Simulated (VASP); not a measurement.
Al, 2 atoms in the cell. It takes space group P6_3/mmc (No. 194, hexagonal). The conventional cell has a = 2.818 Å, b = 2.818 Å, c = 4.610 Å, α = 90.00°, β = 90.00°, γ = 120.00°. Within 3.7 Å of Al (site symmetry -6m2) lie 12 Al at 2.82 Å. This isn't the form of Al at room conditions, which is fcc. This cell differs from its parent crystal: biaxial strain in the a-b plane: +1.0 %, then relaxed in part.

```yaml
Program: VASP 6.6.1
Task: single point
Functional: PBEsol
Dispersion: D3(BJ)
Potentials_or_basis: VASP PAW PBE potentials, release 64 (Al)
Cutoff: 520 eV
k_mesh: 24 × 24 × 12
Occupations: gaussian, width 0.1 eV
Spin: no spin polarisation
Dipole_correction: no
Further_INCAR_settings: ALGO = Normal; EDIFF = 1e-06; NBANDS = 10
```

Potentials or basis: VASP PAW PBE potentials, release 64 (Al).

The run is started by

```bash
$ cat potpaw_PBE.64/Al/POTCAR > POTCAR
$ mpirun -np 1 vasp_std > vasp.out
```

Hardware: 1 thread of Intel(R) Xeon(R) 6975P-C (Granite Rapids), with other jobs on the host.

Q: Estimate the wall time of this run.

A: Run time: 30 s on 1 thread of Intel(R) Xeon(R) 6975P-C (Granite Rapids) (shared host), peak memory 0.24 GiB. Counts: scf iterations 10, k points 427.
